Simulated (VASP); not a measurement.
Pd: single point with r2SCAN

Crystal: Pd.

```
CELL_PARAMETERS angstrom
0.00000 1.95677 1.95677
1.95677 0.00000 1.95677
1.95677 1.95677 0.00000
ATOMIC_POSITIONS crystal
Pd 0.00000 0.00000 0.00000
```

| Item | Value |
| --- | --- |
| Program | VASP 6.6.1 |
| Task | single point |
| Functional | r2SCAN |
| Potentials or basis | VASP PAW PBE potentials, release 64 (Pd) |
| Cutoff | 550 eV |
| k mesh | 7 × 7 × 7 |
| Occupations | fermi-dirac, width 0.1 eV |
| Spin | collinear spin, ferromagnetic start |
| Starting moments | [0.436] μB |
| Dipole correction | no |
| Further INCAR settings | ALGO = Normal; EDIFF = 1e-06; NBANDS = 15 |

| Property | Result |
| --- | --- |
| Pressure | 0.7 GPa |
| Band gap on the k mesh | zero (filled and empty bands overlap) |
| Net moment | 0.00 μB per cell |
| Valence electrons inside the program's atomic spheres | Pd 9.46 |

Levels at points of the mesh, in eV from the Fermi level:
Spin up:
```
           k point  band 3  band 4  band 5  band 6  band 7  band 8
(0.00, 0.00, 0.00)   -2.90   -2.90   -1.33   -1.33   17.92   22.55
```
Spin down:
```
           k point  band 3  band 4  band 5  band 6  band 7  band 8
(0.00, 0.00, 0.00)   -2.90   -2.90   -1.33   -1.33   17.92   22.55
```

Wall time 56 s on 1 thread of Intel(R) Xeon(R) Platinum 8488C (Sapphire Rapids) (shared host), peak memory 0.16 GiB.

Caveat: the k points lie up to 0.40 Å⁻¹ apart; the PAW data sets were made with another functional, which shifts forces and pressure a little.
